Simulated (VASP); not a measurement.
Here is a VASP 6.6.1 calculation.

The input INCAR:

```
SYSTEM = Ta3H
  PREC = Accurate
  ENCUT = 520
  EDIFF = 1E-6
  ISMEAR = 0
  SIGMA = 0.1
  LREAL = .False.
  LASPH = .True.
  NELM = 100
  ALGO = Normal
  ISIF = 2
  LWAVE = .False.
  LCHARG = .False.
  LDIPOL = .True.
  IDIPOL = 3
  DIPOL = 0.5 0.5 0.323
  GGA = CA
  NBANDS = 44
```

The input KPOINTS:

```
Automatic mesh
0
Gamma
  6 6 1
  0 0 0
```

Contents of POSCAR:

```
Ta3H
1.0
    4.6002247492      0.0000000000      0.0000000000
   -2.3001123746      3.9839114959      0.0000000000
    0.0000000000      0.0000000000     22.4017722044
Ta H
6 2
Direct
    0.6666666667      0.3333333333      0.1785573018
    0.3333333333      0.6666666667      0.2204743848
    0.0000000000      0.0000000000      0.2623914678
    0.6666666667      0.3333333333      0.3016814391
    0.3333333333      0.6666666667      0.3385386112
    0.0000000000      0.0000000000      0.3750494438
    0.2518155770      0.6666666667      0.4522754768
    0.4148510896      0.6666666667      0.4522754768
```

Potentials or basis: VASP PAW LDA potentials, release 64 (Ta_pv, H).

The run is started by

```sh
$ cat potpaw_LDA.64/Ta_pv/POTCAR potpaw_LDA.64/H/POTCAR > POTCAR
$ mpirun -np 1 vasp_std > vasp.out
```

(1) What does it give for the band gap on the k mesh?

(2) Estimate the largest force.

## Answers

(1) zero (bands 34 and 35 overlap by 0.04 eV).

(2) 1.977 eV/Å.

Caveat: spin-orbit coupling is left out, which moves the levels of the heavy elements.
